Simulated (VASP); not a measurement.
I:

```
CELL_PARAMETERS angstrom
2.59116 0.00000 0.00000
0.00000 2.59116 0.00000
0.00000 0.00000 2.59116
ATOMIC_POSITIONS crystal
I 0.00000 0.00000 0.00000
```

Base run:

* Program: VASP 6.6.1
* Functional: PBEsol
* Potentials or basis: VASP PAW PBE potentials, release 64 (I)
* Cutoff: 520 eV
* k mesh: 11 × 11 × 11
* Occupations: methfessel-paxton, width 0.15 eV
* Spin: no spin polarisation

Its results: pressure 136.3 GPa.

Q: After a change of settings the same cell gave: pressure 136.7 GPa. Which change was it?
A. occupations from methfessel-paxton, width 0.15 eV to fermi-dirac, width 0.1 eV
B. occupations from methfessel-paxton, width 0.15 eV to methfessel-paxton, width 0.05 eV
C. occupations from methfessel-paxton, width 0.15 eV to fermi-dirac, width 0.1 eV; further incar settings from ALGO = Normal; EDIFF = 1e-07; NBANDS = 10 to ALGO = Normal; EDIFF = 1e-06; NBANDS = 10

A: B.

Caveats: the PAW data sets were made with another functional, which shifts forces and pressure a little; an odd number of electrons without spin polarisation forces a metal; a magnetic or distorted state may lie lower.
